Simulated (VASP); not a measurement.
# TiAl3F (P6/mmm) in VASP: relaxation of cell and atoms with PBE

Aim: the relaxation of cell and atoms of TiAl3F with PBE.

All numbers are computed with VASP 6.6.1; they aren't measurements. Logs are shortened: lines on timing, memory, paths and dates and some standing lists are left out, and cuts for length are marked.

## 1. The cell of the first run

The structure is hexagonal, space group P6/mmm (No. 191). The conventional cell has a = 4.863 Å, b = 4.863 Å, c = 3.632 Å, α = 90.00°, β = 90.00°, γ = 120.00°. Ti (site symmetry 6/mmm) has 2 F at 1.82 Å and 6 Al at 2.43 Å within 2.5 Å. Al (site symmetry mmm) has 2 Ti at 2.43 Å and 4 Al at 2.43 Å and 4 F at 3.03 Å within 3.2 Å. Within 2.4 Å of F (site symmetry 6/mmm) lie 2 Ti at 1.82 Å.

The cell was generated, and may not be a known phase.

## 2. Relaxation of cell and atoms, PBE, collinear spin

The input, INCAR:

```
PREC = Accurate ; ENCUT = 600
EDIFF = 1E-6 ; ISMEAR = 0
SIGMA = 0.1 ; LREAL = F
LASPH = T ; NELM = 150
ALGO = Fast ; ISIF = 3
LWAVE = F ; LCHARG = F
ISPIN = 2 ; MAGMOM = 1 0 0 0 0
LORBIT = 11 ; LMAXMIX = 4
GGA = PE ; IBRION = 2
NSW = 90 ; EDIFFG = -0.04
```

The input, KPOINTS:

```
regular mesh
0
Gamma
  6 6 6
```

The input, POSCAR:

```
TiAl3F
1.0
    4.8626077100      0.0000000000      0.0000000000
   -2.4313038600      4.2111418100      0.0000000000
    0.0000000000      0.0000000000      3.6315477200
Ti Al F
1 3 1
Direct
    0.0000000000      0.0000000000      0.0000000000
    0.5000000000      0.0000000000      0.0000000000
    0.0000000000      0.5000000000      0.0000000000
    0.5000000000      0.5000000000      0.0000000000
    0.0000000000      0.0000000000      0.5000000000
```

Potentials or basis: VASP PAW PBE potentials, release 64 (Ti_sv, Al, F).

Started as:

```sh
> cat potpaw_PBE.64/Ti_sv/POTCAR potpaw_PBE.64/Al/POTCAR potpaw_PBE.64/F/POTCAR > POTCAR
> mpirun -np 1 vasp_std > vasp.out
```

OUTCAR:

```text
PREC = Accurate
   ENCUT = 600
   EDIFF = 1E-6
   ISMEAR = 0
   LREAL = F
   LASPH = T
   NELM = 150
   ISIF = 3
   ISPIN = 2
   LORBIT = 11
   GGA = PE
   IBRION = 2
   NSW = 90
   EDIFFG = -0.04

 ion  position               nearest neighbor table
   1  0.000  0.000  0.000-   5 1.82   5 1.82   2 2.43   2 2.43   4 2.43   4 2.43   3 2.43   3 2.43

   2  0.500  0.000  0.000-   1 2.43   1 2.43   3 2.43   3 2.43   4 2.43   4 2.43
   3  0.000  0.500  0.000-   4 2.43   4 2.43   2 2.43   2 2.43   1 2.43   1 2.43
   4  0.500  0.500  0.000-   3 2.43   3 2.43   1 2.43   1 2.43   2 2.43   2 2.43
   5  0.000  0.000  0.500-   1 1.82   1 1.82

  LATTYP: Found a hexagonal cell.
 ALAT       =     4.8626077100
 C/A-ratio  =     0.7468313170

  Lattice vectors:

 A1 = (   4.8626077100,   0.0000000000,   0.0000000000)
 A2 = (  -2.4313038600,   4.2111418100,   0.0000000000)
 A3 = (   0.0000000000,   0.0000000000,   3.6315477200)

Analysis of symmetry for initial positions (statically):
=====================================================================
 Subroutine PRICEL returns:
 Original cell was already a primitive cell.

 Routine SETGRP: Setting up the symmetry group for a
 hexagonal supercell.

 Subroutine GETGRP returns: Found 24 space group operations
 (whereof 24 operations were pure point group operations)
 out of a pool of 24 trial point group operations.

The static configuration has the point symmetry D_6h.

Analysis of symmetry for dynamics (positions and initial velocities):
=====================================================================
 Subroutine PRICEL returns:
 Original cell was already a primitive cell.

 Routine SETGRP: Setting up the symmetry group for a
 hexagonal supercell.

 Subroutine GETGRP returns: Found 24 space group operations
 (whereof 24 operations were pure point group operations)
 out of a pool of 24 trial point group operations.

The dynamic configuration has the point symmetry D_6h.

Analysis of structural, dynamic, and magnetic symmetry:
=====================================================================
 Subroutine PRICEL returns:
 Original cell was already a primitive cell.

 Routine SETGRP: Setting up the symmetry group for a
 hexagonal supercell.

 Subroutine GETGRP returns: Found 24 space group operations
 (whereof 24 operations were pure point group operations)
 out of a pool of 24 trial point group operations.

The overall configuration has the point symmetry D_6h.

 Subroutine INISYM returns: Found 24 space group operations
 (whereof 24 operations are pure point group operations),
 and found     1 'primitive' translations

----------------------------------------------------------------------------------------

                                     Primitive cell

  volume of cell :      74.3637

  direct lattice vectors                    reciprocal lattice vectors
     4.862607710  0.000000000  0.000000000     0.205650972  0.118732644  0.000000000
    -2.431303860  4.211141810  0.000000000     0.000000000  0.237465287  0.000000000
     0.000000000  0.000000000  3.631547720     0.000000000  0.000000000  0.275364687

  length of vectors
     4.862607710  4.862607716  3.631547720     0.237465288  0.237465287  0.275364687

  position of ions in fractional coordinates (direct lattice)
     0.000000000  0.000000000  0.000000000
     0.500000000  0.000000000  0.000000000
     0.000000000  0.500000000  0.000000000
     0.500000000  0.500000000  0.000000000
     0.000000000  0.000000000  0.500000000

  ion indices of the primitive-cell ions
   primitive index   ion index
                 1           1
                 2           2
                 3           3
                 4           4
                 5           5

----------------------------------------------------------------------------------------

 KPOINTS: regular mesh

Automatic generation of k-mesh.
 Grid dimensions read from file:
 generate k-points for:    6    6    6

 Generating k-lattice:

  Cartesian coordinates                     Fractional coordinates (reciprocal lattice)
     0.034275162  0.019788774  0.000000000     0.166666667  0.000000000  0.000000000
     0.000000000  0.039577548  0.000000000     0.000000000  0.166666667  0.000000000
     0.000000000  0.000000000  0.045894114     0.000000000  0.000000000  0.166666667

  Length of vectors
     0.039577548  0.039577548  0.045894114

  Shift w.r.t. Gamma in fractional coordinates (k-lattice)
     0.000000000  0.000000000  0.000000000

 Subroutine IBZKPT returns following result:
 ===========================================

 Found     28 irreducible k-points:

 Following reciprocal coordinates:
            Coordinates               Weight
  0.000000  0.000000  0.000000      1.000000
  0.166667  0.000000  0.000000      6.000000
  0.333333  0.000000  0.000000      6.000000
  0.500000 -0.000000  0.000000      3.000000
  0.166667  0.166667  0.000000      6.000000
  0.333333  0.166667  0.000000     12.000000
[... 16 lines left out ...]
  0.166667  0.000000  0.500000      6.000000
  0.333333  0.000000  0.500000      6.000000
 [... further k-points ...]
   k-points           NKPTS =     28   k-points in BZ     NKDIM =     28   number of bands    NBANDS=     19
   number of dos      NEDOS =    301   number of ions     NIONS =      5
   total plane-waves  NPLWV =  48000
   dimension x,y,z NGX =    40 NGY =   40 NGZ =   30
   dimension x,y,z NGXF=    80 NGYF=   80 NGZF=   60
   ions per type =               1   3   1
   NGX,Y,Z   is equivalent  to a cutoff of  13.68, 13.68, 13.73 a.u.
   NGXF,Y,Z  is equivalent  to a cutoff of  27.35, 27.35, 27.47 a.u.
 SYSTEM =  unknown system
   PREC   = accura    normal or accurate (medium, high low for compatibility)
   ISTART =      0    job   : 0-new  1-cont  2-samecut
   ICHARG =      2    charge: 1-file 2-atom 10-const
   ISPIN  =      2    spin polarized calculation?
   LNONCOLLINEAR =      F non collinear calculations
   LSORBIT =      F    spin-orbit coupling
   LASPH  =      T    aspherical Exc in radial PAW
   ENCUT  =  600.0 eV  44.10 Ry    6.64 a.u.   9.71  9.71  7.25*2*pi/ulx,y,z
   NELM   =    150;   NELMIN=  2; NELMDL= -5     # of ELM steps
   EDIFF  = 0.1E-05   stopping-criterion for ELM
   LREAL  =      F    real-space projection
   EDIFFG = -.4E-01   stopping-criterion for IOM
   NSW    =     90    number of steps for IOM
   IBRION =      2    ionic relax: 0-MD 1-quasi-New 2-CG
   NFREE  =      1    steps in history (QN), initial steepest desc. (CG)
   ISIF   =      3    stress and relaxation
   ISYM   =      2    0-nonsym 1-usesym 2-fastsym
   POTIM  = 0.5000    time-step for ionic-motion
   TEBEG  =    0.0;   TEEND  =   0.0 temperature during run
   PSTRESS=    0.0 pullay stress
   NELECT =      28.0000    total number of electrons
   NUPDOWN=      -1.0000    fix difference up-down
   EMIN   =  10.00;   EMAX   =-10.00  energy-range for DOS
   EFERMI =   0.00;   METHOD = LEGACY
   ISMEAR =     0;   SIGMA  =   0.10  broadening in eV -4-tet -1-fermi 0-gaus
   EFERMI_NEDOS =   21; number of points for ismear=-14 and -15
   IALGO  =     68    algorithm
   IMIX   =      4    mixing-type and parameters
     AMIX     =   0.40;   BMIX     =  1.00
     AMIX_MAG =   1.60;   BMIX_MAG =  1.00
  volume/ion in A,a.u.               =      14.87       100.37
  Fermi-wavevector in a.u.,A,eV,Ry     =   1.182154  2.233946 19.013965  1.397487
  Thomas-Fermi vector in A             =   2.318413
   LORBIT       =     11    0 simple, 1 ext, 2 COOP (PROOUT), +10 PAW based schemes
   GGA     = PE    functional components
   LHFCALC =     F    Hartree Fock is set to
   AEXX    =    0.0000 exact exchange contribution
   IVDW    =     0    specifies the selected vdW correction
   LEPSILON=     F    determine dielectric tensor
   LRPA    =     F    only Hartree local field effects (RPA)
 conjugate gradient relaxation of ions
 spin polarized calculation
 RMM-DIIS sequential band-by-band and
 Gauss-broadening in eV      SIGMA  =   0.10
  energy-cutoff  :      600.00
  volume of cell :       74.36
 maximum number of plane-waves:      2523
 NGX is ok and might be reduce to    40
   NGX = 19   NGY = 19   NGZ = 15

--------------------------------------- Ionic step        1  -------------------------------------------

 number of electron      27.9999993 magnetization       0.0057907

 number of electron      27.9999993 magnetization      -0.0000787

 Free energy of the ion-electron system (eV)
  ---------------------------------------------------
  ext. energy  EPLUGINS =         0.00000000
  ---------------------------------------------------
  free energy    TOTEN  =       -20.22642426 eV

  energy without entropy =      -20.20521481  energy(sigma->0) =      -20.21581954

 E-fermi :   6.9927     XC(G=0): -10.2971

 val. band max:        6.9642386820   @ k =   0.1667   0.0000   0.1667
 cond. band min:       6.9984181222   @ k =   0.1667   0.0000   0.0000
 fundamental gap:      0.0341794402
 Fermi energy:         6.9927037402

 spin component 1

 k-point     1 :       0.0000    0.0000    0.0000
  band No.  band energies     occupation
      1     -49.3499      1.00000
      2     -26.3943      1.00000
      3     -25.4771      1.00000
      4     -25.4771      1.00000
      5     -19.3241      1.00000
      6      -2.1222      1.00000
[... 2320 lines left out ...]
  energy  without entropy=      -23.6114122215  energy(sigma->0) =      -23.62433970

--------------------------------------- Ionic step        6  -------------------------------------------

 number of electron      28.0000011 magnetization      -0.0750792

 Free energy of the ion-electron system (eV)
  ---------------------------------------------------
  ext. energy  EPLUGINS =         0.00000000
  ---------------------------------------------------
  free energy    TOTEN  =       -23.64088817 eV

  energy without entropy =      -23.61531906  energy(sigma->0) =      -23.62810361

 E-fermi :   4.4709     XC(G=0):  -9.0599

 val. band max:        4.4585269051   @ k =   0.1667   0.1667   0.0000
 cond. band min:       4.4727645998   @ k =   0.1667   0.1667   0.0000
 fundamental gap:      0.0142376947
 Fermi energy:         4.4709399723

 spin component 1

 k-point     1 :       0.0000    0.0000    0.0000
  band No.  band energies     occupation
      1     -53.0756      1.00000
      2     -29.8972      1.00000
      3     -29.0653      1.00000
      4     -29.0653      1.00000
      5     -21.1496      1.00000
      6      -3.4220      1.00000
[... 1083 lines left out ...]
  FREE ENERGIE OF THE ION-ELECTRON SYSTEM (eV)
  ---------------------------------------------------
  free  energy   TOTEN  =       -23.6408881665 eV

  energy  without entropy=      -23.6153190623  energy(sigma->0) =      -23.62810361

 reached required accuracy - stopping structural energy minimisation

 total charge

# of ion       s       p       d       tot
------------------------------------------
    1        2.189   6.159   1.857  10.205
    2        0.461   0.332   0.000   0.793
    3        0.461   0.332   0.000   0.793
    4        0.461   0.332   0.000   0.793
    5        1.750   4.378   0.000   6.128
--------------------------------------------------
tot          5.322  11.532   1.857  18.711

 magnetization (x)

# of ion       s       p       d       tot
------------------------------------------
    1       -0.000  -0.000  -0.027  -0.028
    2       -0.000  -0.002   0.000  -0.002
    3       -0.000  -0.002   0.000  -0.002
    4       -0.000  -0.002   0.000  -0.002
    5       -0.000  -0.001   0.000  -0.001
--------------------------------------------------
tot         -0.000  -0.006  -0.027  -0.034
```

Wall time 42 min (1 thread of Oxide Virtual Turin-like, shared host); peak memory 0.27 GiB.

What came out:

```yaml
Free_energy: -23.6409 eV
Relaxed_volume: 20.59 Å³/atom
Relaxed_cell: a = 5.544 Å, b = 5.544 Å, c = 3.869 Å, α = 90.00°, β = 90.00°, γ = 120.00°
Space_group_after_relaxing_to_0.1_Å: P6/mmm (No. 191)
Energy_gained_by_relaxing: 682.9 meV/atom
Ionic_steps: 6
Pressure_after_relaxing: 0.0 GPa
Net_moment: -0.08 μB per cell
Site_moments: Ti -0.03; Al -0.00; F -0.00 μB
Valence_electrons_inside_the_program's_atomic_spheres: Ti 10.21; Al 0.79; F 6.13
```

Step by step:
| step | energy change (eV) | largest force (eV/Å) | pressure (GPa) | volume (Å³) |
| --- | --- | --- | --- | --- |
| 1 | 0.0000 | 0.0000 | 45.04 | 74.36 |
| 2 | -0.2638 | 0.0000 | -7.87 | 128.53 |
| 3 | -3.1035 | 0.0000 | 8.49 | 94.00 |
| 4 | -3.3404 | 0.0000 | -3.02 | 108.04 |
| 5 | -3.4108 | 0.0000 | -0.58 | 103.85 |
| 6 | -3.4145 | 0.0000 | 0.01 | 102.97 |

Final structure:
```cif
data_structure
_symmetry_space_group_name_H-M 'P 1'
_symmetry_Int_Tables_number 1
_cell_length_a 5.5436
_cell_length_b 5.5436
_cell_length_c 3.8692
_cell_angle_alpha 90.000
_cell_angle_beta 90.000
_cell_angle_gamma 120.000
_cell_volume 102.97
loop_
_atom_site_label
_atom_site_type_symbol
_atom_site_fract_x
_atom_site_fract_y
_atom_site_fract_z
_atom_site_occupancy
Ti1 Ti 0.00000 0.00000 0.00000 1
Al1 Al 0.50000 0.00000 0.00000 1
Al2 Al 0.00000 0.50000 0.00000 1
Al3 Al 0.50000 0.50000 0.00000 1
F1 F 0.00000 0.00000 0.50000 1
```

Caveat: the volume moved by over 15 % at a fixed basis, so the end points are rough.
